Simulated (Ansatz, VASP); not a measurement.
**HfS4: VASP beside Ansatz**

File INCAR:

```
PREC     = Accurate       # precision mode
ENCUT    = 520            # plane-wave cutoff, eV
EDIFF    = 1E-6           # SCF threshold, eV
ISMEAR   = -1             # smearing method
SIGMA    = 0.1            # smearing width, eV
LREAL    = False          # projectors in reciprocal space
LASPH    = True           # aspherical terms in the spheres
NELM     = 100            # most SCF steps
ALGO     = Normal         # electronic algorithm
ISIF     = 2              # what is computed and relaxed
LWAVE    = False          # write WAVECAR
LCHARG   = False          # write CHGCAR
GGA      = CA             # functional
NBANDS   = 45             # bands
```

The input KPOINTS:

```
regular mesh
0
Gamma
  4 4 4
```

File POSCAR:

```
HfS4
1.0
   -3.8631610000      3.8631610000      3.4918300000
    3.8631610000     -3.8631610000      3.4918300000
    3.8631610000      3.8631610000     -3.4918300000
Hf S
2 8
Direct
    0.1250000000      0.8750000000      0.2500000000
    0.8750000000      0.1250000000      0.7500000000
    0.3540000000      0.7960000000      0.5580000000
    0.7960000000      0.7380000000      0.4420000000
    0.7380000000      0.7960000000      0.9420000000
    0.7960000000      0.3540000000      0.0580000000
    0.6460000000      0.2040000000      0.4420000000
    0.2040000000      0.6460000000      0.9420000000
    0.2620000000      0.2040000000      0.0580000000
    0.2040000000      0.2620000000      0.5580000000
```

Input for Ansatz:

```yaml
crystal:
  lattice:
    - [-3.863161, 3.863161, 3.49183]
    - [3.863161, -3.863161, 3.49183]
    - [3.863161, 3.863161, -3.49183]
  atoms:
    - { symbol: Hf, position: [0.125, 0.875, 0.25] }
    - { symbol: Hf, position: [0.875, 0.125, 0.75] }
    - { symbol: S, position: [0.354, 0.796, 0.558] }
    - { symbol: S, position: [0.796, 0.738, 0.442] }
    - { symbol: S, position: [0.738, 0.796, 0.942] }
    - { symbol: S, position: [0.796, 0.354, 0.058] }
    - { symbol: S, position: [0.646, 0.204, 0.442] }
    - { symbol: S, position: [0.204, 0.646, 0.942] }
    - { symbol: S, position: [0.262, 0.204, 0.058] }
    - { symbol: S, position: [0.204, 0.262, 0.558] }
  symmetry: { tolerance: 0.0003 }
kpoints:
  mp_grid: { grid: [4, 4, 4], shift: [0, 0, 0] }
magnetization:
  spin_polarized: false
scf:
  occupations: { method: fermi_dirac }
hamiltonian:
  pseudopotentials: { kind: paw }
  xc: lda
basis:
  ecutwfc: 420
output:
  forces: true
  stress: true
  eigenvalues: true
```

Alike in both runs: task single point; functional LDA; k mesh 4 × 4 × 4; no spin polarisation.

|  | VASP | Ansatz |
| --- | --- | --- |
| version | VASP 6.6.1 | Ansatz 0.2.0 |
| potentials or method | VASP PAW LDA potentials, release 64 (Hf_pv, S), cutoff 520 eV | PAW plane waves |
| occupations | fermi-dirac, width 0.1 eV | fermi-dirac |
| valence electrons in the cell | 68 | 100 |

|  | VASP | Ansatz | Ansatz less VASP |
| --- | --- | --- | --- |
| gap on the k mesh at the Fermi level (eV) | none | none | - |
| pressure (GPa) | -4.5 | -4.3 | +0.14 |
| traceless stress, the component that is largest in VASP (GPa) | -9.82 | -9.72 | +0.097 |
| rms of the force components (eV/Å) | 0.238 | 0.236 | -0.0019 |

LDA's correlation is that of Perdew and Zunger in VASP and of Perdew and Wang (1992) in Ansatz. Atom by atom the forces differ by 0.007 eV/Å (rms over components). A gap of «none» marks a metal or a gap that the smearing closes. VASP's potentials hold 68 valence electrons a cell and Ansatz's 100, so a difference there can come from the potentials and not from the codes.

Spin-orbit coupling is off throughout.
